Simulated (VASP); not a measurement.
Here is a VASP 6.6.1 calculation.

File INCAR:

```
SYSTEM = La16CO24
ALGO = Normal ; EDIFF = 1E-6
ENCUT = 520 ; GGA = PE
ISIF = 2 ; ISMEAR = -1
LASPH = .True. ; LCHARG = .False.
LREAL = Auto ; LWAVE = .False.
NBANDS = 188 ; NELM = 100
PREC = Accurate ; SIGMA = 0.01
```

Contents of KPOINTS:

```
k-points
0
Gamma
  1 1 1
  0 0 0
```

Contents of POSCAR:

```
La16CO24
1.0
    7.8811453692     -0.0000000560      0.0000000000
   -3.9405726361      6.8252721287      0.0000000000
    0.0000000000      0.0000000000     12.3757188400
La O C
16 24 1
Direct
    0.3394124123      0.1886676454      0.4000868809
    0.1564544680      0.3225466136      0.1287616919
    0.3307583097      0.1694519896      0.8736505169
    0.1632437970      0.3442356429      0.6267574722
    0.3339178371      0.6822835254      0.3723039169
    0.1502118956      0.8104374190      0.0998977707
    0.3324436232      0.6639169879      0.8792739114
    0.1609529614      0.8295552757      0.6263275365
    0.8429188310      0.1630462514      0.3746831922
    0.6512295856      0.3167798029      0.1276646327
    0.8266764515      0.1654684890      0.8769855576
    0.6680477871      0.3350390851      0.6206743658
    0.8331091871      0.6763577994      0.3712622985
    0.6790245375      0.8358033014      0.1252135318
    0.8186623099      0.6547522785      0.8731565991
    0.6607283184      0.8336283124      0.6230033709
    0.3182320248      0.1405118279      0.1991684568
    0.1700637668      0.3588244152      0.3265149958
   -0.0042524273      0.0094665144     -0.0005292679
    0.3302391919      0.1724987977      0.6685868210
    0.1615543449      0.3345450216      0.8187287510
   -0.0146542831     -0.0102602789      0.5004960324
    0.3329544343      0.6624561938      0.1603503025
    0.1769694133      0.8584757157      0.3008828015
   -0.0261794125      0.4753395545      0.0027164933
    0.3305515697      0.6697555972      0.6881458927
    0.1573203967      0.8265451251      0.8311854138
    0.0193927166      0.5332246912      0.5043145267
    0.8272597578      0.1675052489      0.1837000631
    0.6699812016      0.3364160403      0.3397225173
    0.5042954362      0.0152075707     -0.0042005882
    0.8310911119      0.1694816587      0.6752663855
    0.6601773693      0.3291884042      0.8118840991
    0.4886104937     -0.0164310455      0.5042632455
    0.8106673186      0.6402196539      0.1734748251
    0.6591583645      0.8315399637      0.3160435142
    0.4854134103      0.4656609996     -0.0042619459
    0.8265653197      0.6644262781      0.6812219316
    0.6612071132      0.8295102983      0.8249078498
    0.4982326462      0.5239546275      0.4970880932
    0.1317111745     -0.0004327897      0.2500153119
```

Potentials or basis: VASP PAW PBE potentials, release 64 (La, O, C).

Launch:

```sh
$ cat potpaw_PBE.64/La/POTCAR potpaw_PBE.64/O/POTCAR potpaw_PBE.64/C/POTCAR > POTCAR
$ mpirun -np 1 vasp_gam > vasp.out
```

Predict the largest force.

0.163 eV/Å.

Estimate the pressure.

1.7 GPa.

What does it give for the band gap on the k mesh?

1.47 eV.

Forces in eV/Å, atoms in the order of the input:
```
La   0.003  0.006 -0.012
La  -0.006 -0.001  0.011
La   0.002  0.000 -0.006
La  -0.001 -0.002  0.017
La  -0.004  0.003 -0.023
La   0.005 -0.009  0.013
La   0.002  0.002 -0.010
La  -0.001 -0.003  0.008
La  -0.001 -0.004 -0.024
La  -0.004 -0.005  0.020
La  -0.005 -0.001 -0.004
La   0.001  0.002  0.017
La  -0.004  0.000 -0.017
La   0.005  0.008  0.016
La  -0.003  0.000 -0.013
La  -0.001 -0.003  0.009
O    0.090  0.092 -0.072
O   -0.004  0.001  0.004
O   -0.001 -0.003  0.000
O    0.003  0.001 -0.006
O    0.006 -0.004 -0.001
O    0.000  0.001  0.000
O   -0.006  0.010 -0.008
O    0.092 -0.094  0.077
O   -0.001  0.001 -0.010
O   -0.003  0.000 -0.008
O    0.002  0.001  0.007
O   -0.003  0.002  0.007
O    0.002 -0.001  0.001
O   -0.002 -0.002  0.007
O   -0.006  0.002 -0.002
O    0.003  0.004 -0.007
O    0.000  0.000  0.002
O   -0.005  0.002  0.001
O   -0.005 -0.003  0.000
O    0.004  0.000  0.007
O   -0.001 -0.004 -0.006
O    0.004  0.003 -0.003
O    0.003 -0.001  0.000
O    0.002 -0.004  0.010
C   -0.163  0.000  0.001
```

Caveat: the k points lie up to 0.92 Å⁻¹ apart; spin-orbit coupling is left out, which moves the levels of the heavy elements.
